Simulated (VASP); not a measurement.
Runs of VASP 6.6.1 on Ge. The structure is that of space group P6_3/mmc (No. 194), or close to it. The cells are those of the table. 

| task | cell | cutoff (eV) | gap on the mesh (eV) | pressure (GPa) |
| --- | --- | --- | --- | --- |
| single point | a = 2.760, b = 2.760, c = 4.684 Å, angles 90.0, 90.0, 120.0°, 2 atoms | 520 | none | 19.7 |
| relaxation of cell and atoms | relaxed to 10 GPa from a = 2.910, b = 2.910, c = 4.752 Å, angles 90.0, 90.0, 120.0°, 2 atoms | 600 | none | 9.9 |
| single point | a = 2.819, b = 2.819, c = 4.838 Å, angles 90.0, 90.0, 120.0°, 2 atoms | 520 | none | 9.8 |
| single point | a = 2.894, b = 2.894, c = 5.180 Å, angles 90.0, 90.0, 120.0°, 2 atoms | 520 | none | -0.2 |
| relaxation of cell and atoms | relaxed to 20 GPa from a = 2.910, b = 2.910, c = 4.752 Å, angles 90.0, 90.0, 120.0°, 2 atoms | 600 | none | 20.1 |
| relaxation of cell and atoms | relaxed to 5 GPa from a = 2.910, b = 2.910, c = 4.752 Å, angles 90.0, 90.0, 120.0°, 2 atoms | 600 | none | 5.0 |
| single point | a = 2.847, b = 2.847, c = 5.016 Å, angles 90.0, 90.0, 120.0°, 2 atoms | 520 | none | (a) |
| relaxation of cell and atoms | relaxed from a = 2.910, b = 2.910, c = 4.752 Å, angles 90.0, 90.0, 120.0°, 2 atoms | 600 | none | -0.1 |

Alike in all rows: level r2SCAN; potentials or basis VASP PAW PBE potentials, release 64 (Ge_d); no spin polarisation; k mesh 10 × 10 × 5; smearing fermi-dirac 0.05 eV.

Question: Fill in the values left out.

Answer: (a) 4.8.

Caveats: the PAW data sets were made with another functional, which shifts forces and pressure a little; the cell is relaxed towards a set pressure, so the enthalpy falls and the energy may rise (some runs).

A k mesh can miss the band edges, and the runs leave out spin-orbit coupling on Ge.

A gap of «none» marks levels without a gap at the run's occupations.
